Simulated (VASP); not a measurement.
# GaAs in VASP: notebook

Runs on GaAs. Level: PBE. Tasks: single point.

Everything below comes from runs of VASP 6.6.1. Logs are shortened: lines on timing, memory, paths and dates and some standing lists are left out, and cuts for length are marked.

## Step 1: The cell of the first run

The cell holds a sheet with vacuum, 4 atoms: a = 5.160 Å, b = 5.160 Å, c = 24.657 Å, α = 90.00°, β = 90.00°, γ = 90.00°.

The cell was generated, and may not be a known phase.

## Step 2: Single point, PBE

Input file INCAR:

```
SYSTEM = GaAs
  PREC = Accurate
  ENCUT = 520
  EDIFF = 1E-6
  ISMEAR = 0
  SIGMA = 0.1
  LREAL = .FALSE.
  LASPH = .TRUE.
  NELM = 60
  ALGO = Normal
  ISIF = 2
  LWAVE = .FALSE.
  LCHARG = .FALSE.
  LDIPOL = .TRUE.
  IDIPOL = 3
  DIPOL = 0.5 0.5 0.304
  GGA = PE
  NBANDS = 26
```

Input file KPOINTS:

```
regular mesh
0
G
  4 4 1
  0 0 0
```

Input file POSCAR:

```
GaAs
1.0
    5.1603063683      0.0000000000      0.0000000000
    0.0000000000      5.1603063683      0.0000000000
    0.0000000000      0.0000000000     24.6572314000
Ga As
2 2
Direct
    0.5000000000      0.0000000000      0.3088745182
    0.0000000000      0.5000000000      0.2994662868
    0.0000000000      0.0000000000      0.3041704025
    0.5000000000      0.5000000000      0.3041704025
```

Potentials or basis: VASP PAW PBE potentials, release 64 (Ga_d, As).

Launch:

```sh
$ cat potpaw_PBE.64/Ga_d/POTCAR potpaw_PBE.64/As/POTCAR > POTCAR
$ mpirun -np 1 vasp_std > vasp.out
```

OUTCAR:

```text
SYSTEM = GaAs
   PREC = Accurate
   ENCUT = 520
   EDIFF = 1E-6
   ISMEAR = 0
   LREAL = .FALSE.
   LASPH = .TRUE.
   NELM = 60
   ISIF = 2
   GGA = PE

 ion  position               nearest neighbor table
   1  0.500  0.000  0.309-   3 2.58   4 2.58   4 2.58   3 2.58
   2  0.000  0.500  0.299-   3 2.58   4 2.58   3 2.58   4 2.58
   3  0.000  0.000  0.304-   1 2.58   2 2.58   2 2.58   1 2.58
   4  0.500  0.500  0.304-   1 2.58   2 2.58   1 2.58   2 2.58

  LATTYP: Found a simple tetragonal cell.
 ALAT       =     5.1603063683
 C/A-ratio  =     4.7782495147

  Lattice vectors:

 A1 = (   5.1603063683,   0.0000000000,   0.0000000000)
 A2 = (   0.0000000000,   5.1603063683,   0.0000000000)
 A3 = (   0.0000000000,   0.0000000000,  24.6572314000)

Analysis of symmetry for initial positions (statically):
=====================================================================
 Subroutine PRICEL returns:
 Original cell was already a primitive cell.

 Routine SETGRP: Setting up the symmetry group for a
 simple tetragonal supercell.

 Subroutine GETGRP returns: Found 16 space group operations
 (whereof  4 operations were pure point group operations)
 out of a pool of 16 trial point group operations.

The static configuration has the point symmetry C_2v.
 The point group associated with its full space group is D_4h.

Analysis of symmetry for dynamics (positions and initial velocities):
=====================================================================
 Subroutine PRICEL returns:
 Original cell was already a primitive cell.

 Routine SETGRP: Setting up the symmetry group for a
 simple tetragonal supercell.

 Subroutine GETGRP returns: Found 16 space group operations
 (whereof  4 operations were pure point group operations)
 out of a pool of 16 trial point group operations.

The dynamic configuration has the point symmetry C_2v.
 The point group associated with its full space group is D_4h.

 Subroutine INISYM returns: Found 16 space group operations
 (whereof  4 operations are pure point group operations),
 and found     1 'primitive' translations

----------------------------------------------------------------------------------------

                                     Primitive cell

  volume of cell :     656.5915

  direct lattice vectors                    reciprocal lattice vectors
     5.160306368  0.000000000  0.000000000     0.193786944  0.000000000  0.000000000
     0.000000000  5.160306368  0.000000000     0.000000000  0.193786944  0.000000000
     0.000000000  0.000000000 24.657231400     0.000000000  0.000000000  0.040556054

  length of vectors
     5.160306368  5.160306368 24.657231400     0.193786944  0.193786944  0.040556054

  position of ions in fractional coordinates (direct lattice)
     0.500000000  0.000000000  0.308874518
     0.000000000  0.500000000  0.299466287
     0.000000000  0.000000000  0.304170402
     0.500000000  0.500000000  0.304170402

  ion indices of the primitive-cell ions
   primitive index   ion index
                 1           1
                 2           2
                 3           3
                 4           4

----------------------------------------------------------------------------------------

 KPOINTS: regular mesh

Automatic generation of k-mesh.
 Grid dimensions read from file:
 generate k-points for:    4    4    1

 Generating k-lattice:

  Cartesian coordinates                     Fractional coordinates (reciprocal lattice)
     0.048446736  0.000000000  0.000000000     0.250000000  0.000000000  0.000000000
     0.000000000  0.048446736  0.000000000     0.000000000  0.250000000  0.000000000
     0.000000000  0.000000000  0.040556054     0.000000000  0.000000000  1.000000000

  Length of vectors
     0.048446736  0.048446736  0.040556054

  Shift w.r.t. Gamma in fractional coordinates (k-lattice)
     0.000000000  0.000000000  0.000000000

 Subroutine IBZKPT returns following result:
 ===========================================

 Found      6 irreducible k-points:

 Following reciprocal coordinates:
            Coordinates               Weight
  0.000000  0.000000  0.000000      1.000000
  0.250000  0.000000  0.000000      4.000000
  0.500000  0.000000  0.000000      2.000000
  0.250000  0.250000  0.000000      4.000000
  0.500000  0.250000  0.000000      4.000000
  0.500000  0.500000  0.000000      1.000000
   k-points           NKPTS =      6   k-points in BZ     NKDIM =      6   number of bands    NBANDS=     26
   number of dos      NEDOS =    301   number of ions     NIONS =      4
   total plane-waves  NPLWV = 307200
   dimension x,y,z NGX =    40 NGY =   40 NGZ =  192
   dimension x,y,z NGXF=    80 NGYF=   80 NGZF=  384
   ions per type =               2   2
   NGX,Y,Z   is equivalent  to a cutoff of  12.89, 12.89, 12.95 a.u.
   NGXF,Y,Z  is equivalent  to a cutoff of  25.77, 25.77, 25.89 a.u.
 SYSTEM =  GaAs
   PREC   = accura    normal or accurate (medium, high low for compatibility)
   ISTART =      0    job   : 0-new  1-cont  2-samecut
   ICHARG =      2    charge: 1-file 2-atom 10-const
   ISPIN  =      1    spin polarized calculation?
   LNONCOLLINEAR =      F non collinear calculations
   LSORBIT =      F    spin-orbit coupling
   LASPH  =      T    aspherical Exc in radial PAW
   ENCUT  =  520.0 eV  38.22 Ry    6.18 a.u.   9.59  9.59 45.85*2*pi/ulx,y,z
   NELM   =     60;   NELMIN=  2; NELMDL= -5     # of ELM steps
   EDIFF  = 0.1E-05   stopping-criterion for ELM
   LREAL  =      F    real-space projection
   EDIFFG = 0.1E-04   stopping-criterion for IOM
   NSW    =      0    number of steps for IOM
   IBRION =     -1    ionic relax: 0-MD 1-quasi-New 2-CG
   NFREE  =      0    steps in history (QN), initial steepest desc. (CG)
   ISIF   =      2    stress and relaxation
   ISYM   =      2    0-nonsym 1-usesym 2-fastsym
   POTIM  = 0.5000    time-step for ionic-motion
   TEBEG  =    0.0;   TEEND  =   0.0 temperature during run
   PSTRESS=    0.0 pullay stress
   NELECT =      36.0000    total number of electrons
   NUPDOWN=      -1.0000    fix difference up-down
   EMIN   =  10.00;   EMAX   =-10.00  energy-range for DOS
   EFERMI =   0.00;   METHOD = LEGACY
   ISMEAR =     0;   SIGMA  =   0.10  broadening in eV -4-tet -1-fermi 0-gaus
   EFERMI_NEDOS =   21; number of points for ismear=-14 and -15
   IALGO  =     38    algorithm
   IMIX   =      4    mixing-type and parameters
     AMIX     =   0.40;   BMIX     =  1.00
     AMIX_MAG =   1.60;   BMIX_MAG =  1.00
  volume/ion in A,a.u.               =     164.15      1107.72
  Fermi-wavevector in a.u.,A,eV,Ry     =   0.621933  1.175284  5.262750  0.386801
  Thomas-Fermi vector in A             =   1.681612
   LORBIT       =      0    0 simple, 1 ext, 2 COOP (PROOUT), +10 PAW based schemes
   GGA     = PE    functional components
   LHFCALC =     F    Hartree Fock is set to
   AEXX    =    0.0000 exact exchange contribution
   IVDW    =     0    specifies the selected vdW correction
   LEPSILON=     F    determine dielectric tensor
   LRPA    =     F    only Hartree local field effects (RPA)
 non-spin polarized calculation
 Gauss-broadening in eV      SIGMA  =   0.10
  energy-cutoff  :      520.00
  volume of cell :      656.59
 maximum number of plane-waves:     17735
 NGX is ok and might be reduce to    40
   NGX = 19   NGY = 19   NGZ = 91

 dipolmoment           0.000000      0.000000     -0.000000 electrons x Angstroem

 number of electron      35.9999994 magnetization

 dipolmoment           0.000000      0.000000      0.000002 electrons x Angstroem

 Free energy of the ion-electron system (eV)
  ---------------------------------------------------
  ext. energy  EPLUGINS =         0.00000000
  ---------------------------------------------------
  free energy    TOTEN  =       -13.90459676 eV

  energy without entropy =      -13.88590868  energy(sigma->0) =      -13.89525272

 E-fermi :  -3.7629     XC(G=0):  -1.8368

 val. band max:       -3.8896155754   @ k =   0.2500   0.2500   0.0000
 cond. band min:      -3.6961167677   @ k =   0.2500   0.0000   0.0000
 fundamental gap:      0.1934988076
 Fermi energy:        -3.7628815527

 k-point     1 :       0.0000    0.0000    0.0000
  band No.  band energies     occupation
      1     -18.2663      2.00000
      2     -18.2659      2.00000
      3     -18.1508      2.00000
      4     -18.1242      2.00000
      5     -18.1242      2.00000
      6     -18.1102      2.00000
[... 18 lines left out ...]
     25       1.7010      0.00000
     26       2.0008      0.00000

 k-point     2 :       0.2500    0.0000    0.0000
  band No.  band energies     occupation
      1     -18.2407      2.00000
      2     -18.2313      2.00000
      3     -18.1591      2.00000
      4     -18.1232      2.00000
      5     -18.1223      2.00000
      6     -18.1130      2.00000
[... 18 lines left out ...]
     25       1.6153      0.00000
     26       2.3127      0.00000

 k-point     3 :       0.5000    0.0000    0.0000
  band No.  band energies     occupation
      1     -18.1994      2.00000
      2     -18.1994      2.00000
      3     -18.1453      2.00000
      4     -18.1453      2.00000
      5     -18.1186      2.00000
      6     -18.1186      2.00000
[... 18 lines left out ...]
     25       2.4275      0.00000
     26       2.4277      0.00000

 k-point     4 :       0.2500    0.2500    0.0000
  band No.  band energies     occupation
      1     -18.2220      2.00000
      2     -18.1999      2.00000
      3     -18.1666      2.00000
      4     -18.1273      2.00000
      5     -18.1199      2.00000
      6     -18.1167      2.00000
[... 18 lines left out ...]
     25       1.9665      0.00000
     26       2.6168      0.00000

 k-point     5 :       0.5000    0.2500    0.0000
  band No.  band energies     occupation
      1     -18.1904      2.00000
      2     -18.1904      2.00000
      3     -18.1378      2.00000
      4     -18.1378      2.00000
      5     -18.1261      2.00000
      6     -18.1261      2.00000
[... 18 lines left out ...]
     25       1.9460      0.00000
     26       1.9462      0.00000

 k-point     6 :       0.5000    0.5000    0.0000
  band No.  band energies     occupation
      1     -18.1857      2.00000
      2     -18.1857      2.00000
      3     -18.1300      2.00000
      4     -18.1300      2.00000
      5     -18.1254      2.00000
      6     -18.1254      2.00000
[... 18 lines left out ...]
     25       1.0074      0.00000
     26       1.0074      0.00000

------------------------ aborting loop because EDIFF is reached ----------------------------------------

 vacuum level on the upper side and lower side of the slab       (xc-potential included)        -0.006        -0.006

  FORCE on cell =-STRESS in cart. coord.  units (eV):
  Direction    XX          YY          ZZ          XY          YZ          ZX
  --------------------------------------------------------------------------------------
  -------------------------------------------------------------------------------------
  Total        0.0752547      0.0752547     -0.0010575      0.0000000      0.0000000     -0.0000000
  in kB        0.1836323      0.1836323     -0.0025805      0.0000000      0.0000000     -0.0000000
  external PRESSURE =       0.1215614 kB  Pullay stress =       0.0000000 kB

 VOLUME and BASIS-vectors are now :
 -----------------------------------------------------------------------------
  energy-cutoff  :      520.00
  volume of cell :      656.59
      direct lattice vectors                 reciprocal lattice vectors
     5.160306368  0.000000000  0.000000000     0.193786944  0.000000000  0.000000000
     0.000000000  5.160306368  0.000000000     0.000000000  0.193786944  0.000000000
     0.000000000  0.000000000 24.657231400     0.000000000  0.000000000  0.040556054

 POSITION                                       TOTAL-FORCE (eV/Angst)
 -----------------------------------------------------------------------------------
      2.58015      0.00000      7.61599        -0.000000     -0.000000      0.006923
      0.00000      2.58015      7.38401         0.000000     -0.000000     -0.006923
      0.00000      0.00000      7.50000        -0.000000      0.000000      0.000000
      2.58015      2.58015      7.50000        -0.000000      0.000000      0.000000
 -----------------------------------------------------------------------------------
    total drift:                               -0.000000     -0.000000     -0.000081

  FREE ENERGIE OF THE ION-ELECTRON SYSTEM (eV)
  ---------------------------------------------------
  free  energy   TOTEN  =       -13.9045967559 eV

  energy  without entropy=      -13.8859086763  energy(sigma->0) =      -13.89525272

 vacuum level on the upper side and lower side of the slab         1.175         1.175
```

It took 1.7 min on 1 thread of Intel Xeon 6975P-C (Granite Rapids), shared host; peak memory 0.62 GiB.

Results:

```
Free energy            : -13.9046 eV
Largest force          : 0.007 eV/Å
Band gap on the k mesh : zero (bands 18 and 19 overlap by 1.97 eV)
```

Forces in eV/Å, atoms in the order of the input:
```
Ga   0.000  0.000  0.007
Ga   0.000  0.000 -0.007
As   0.000  0.000  0.000
As   0.000  0.000  0.000
```

[end of part 1 of 4]

The gap in the log of VASP goes by the Fermi energy; the results here count the filled bands.